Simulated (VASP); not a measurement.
A run of VASP 6.6.1 is set up as follows.

The input INCAR:

```
ALGO     = Normal         # electronic algorithm
EDIFF    = 1E-7           # SCF threshold, eV
ENCUT    = 520            # plane-wave cutoff, eV
GGA      = PE             # functional
ISIF     = 2              # what is computed and relaxed
ISMEAR   = 0              # smearing method
IVDW     = 12             # dispersion correction
LASPH    = T              # aspherical terms in the spheres
LCHARG   = F              # write CHGCAR
LREAL    = F              # projectors in reciprocal space
LWAVE    = F              # write WAVECAR
NBANDS   = 11             # bands
NELM     = 60             # most SCF steps
PREC     = Accurate       # precision mode
SIGMA    = 0.15           # smearing width, eV
```

Contents of KPOINTS:

```
k-points
0
Gamma
  21 21 10
```

File POSCAR:

```
Si
1.0
    2.9321352603      0.0000000000      0.0000000000
   -1.4660676302      2.5393036228      0.0000000000
    0.0000000000      0.0000000000      4.5062692700
Si
2
Direct
    0.3333333333      0.6666666667      0.2500000000
    0.6666666667      0.3333333333      0.7500000000
```

Potentials or basis: VASP PAW PBE potentials, release 64 (Si).

Run with:

```console
$ cat potpaw_PBE.64/Si/POTCAR > POTCAR
$ mpirun -np 1 vasp_std > vasp.out
```

(1) Estimate the band gap on the k mesh.

(2) Estimate the dispersion energy per atom.

(3) Predict the pressure.

Results:

(1) zero (bands 4 and 5 overlap by 9.89 eV).

(2) -0.368 eV.

(3) -12.9 GPa.

Caveat: the cell differs from its parent crystal (strain +0.1000 x Voigt [1, 1, 0, 0, 0, 0]); the cell stands under tension.
